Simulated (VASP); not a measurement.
Crystal: CuO.

```
Cu O
1.0
     2.01717   -2.18189    0.00000
     2.01717    2.18189    0.00000
     0.00000    0.00000    5.22378
Cu O
2 2
Direct
  0.50000 0.00000 0.00000
  0.00000 0.50000 0.50000
  0.50000 0.50000 0.25000
  0.50000 0.50000 0.75000
```

Base run:

- Program: VASP 6.6.1
- Functional: RPBE
- Potentials or basis: VASP PAW PBE potentials, release 64 (Cu, O)
- Cutoff: 520 eV
- k mesh: 9 × 9 × 5
- Occupations: fermi-dirac, width 0.05 eV
- Spin: no spin polarisation

Its results: band gap on the k mesh zero (bands 17 and 18 overlap by 0.82 eV); pressure 1.3 GPa.

Problem. The run is repeated on the same cell with these changes: functional from RPBE to PBEsol. What comes out?

Solution. Band gap on the k mesh zero (bands 17 and 18 overlap by 0.84 eV); pressure -10.6 GPa.

PBEsol binds more tightly than RPBE, so the same cell stands under less pressure.

Caveats: the PAW data sets were made with another functional, which shifts forces and pressure a little; semilocal functionals often make such compounds metallic where correlation or magnetic order opens a gap, which also shifts bond lengths; the cell stands under tension (at least some runs).
